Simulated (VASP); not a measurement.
Input of a VASP 6.6.1 run:

INCAR

```
SYSTEM = SnP5
PREC = Accurate ; ENCUT = 500
EDIFF = 1E-7 ; ISMEAR = 0
SIGMA = 0.1 ; LREAL = .False.
LASPH = .True. ; NELM = 120
ALGO = Normal ; ISIF = 3
LWAVE = .False. ; LCHARG = .False.
GGA = PE ; IBRION = 2
NSW = 100 ; EDIFFG = -0.01
GGA_COMPAT = .False. ; NELMIN = 4
```

Contents of KPOINTS:

```
Automatic mesh
0
Gamma
  8 8 8
  0 0 0
```

POSCAR

```
SnP5
1.0
    5.6449645220      0.0000000000      0.0000000000
    0.0000000000      5.6449645220      0.0000000000
    0.0000000000      0.0000000000      5.1646635574
Sn P
1 5
Direct
    0.0000000000      0.0000000000      0.0000000000
    0.2020744195      0.2020744195      0.5000000000
    0.7979255805      0.7979255805      0.5000000000
    0.7979255805      0.2020744195      0.5000000000
    0.2020744195      0.7979255805      0.5000000000
    0.5000000000      0.5000000000      0.5000000000
```

Potentials or basis: VASP PAW PBE potentials, release 64 (Sn_d, P).

Run with:

```console
$ cat potpaw_PBE.64/Sn_d/POTCAR potpaw_PBE.64/P/POTCAR > POTCAR
$ mpirun -np 1 vasp_std > vasp.out
```

Question: Estimate the relaxed volume.

Answer: 27.22 Å³/atom.

Question: What does it give for the space group after relaxing (to 0.1 Å)?

Answer: P4/mmm (No. 123).

Question: Estimate the band gap on the k mesh.

Answer: Zero (an odd number of electrons rules out a gap without spin polarisation).

Question: What does it give for the relaxed cell?

Answer: a = 5.627 Å, b = 5.627 Å, c = 5.158 Å, α = 90.00°, β = 90.00°, γ = 90.00°.

Step by step:
| step | energy change (eV) | largest force (eV/Å) | pressure (GPa) | volume (Å³) |
| --- | --- | --- | --- | --- |
| 1 | 0.0000 | 0.0689 | -0.44 | 164.58 |
| 2 | -0.0019 | 0.0416 | 0.17 | 162.79 |
| 3 | -0.0023 | 0.0089 | -0.01 | 163.30 |

Caveat: spin-orbit coupling is left out, which moves the levels of the heavy elements; an odd number of electrons without spin polarisation forces a metal; a magnetic or distorted state may lie lower.
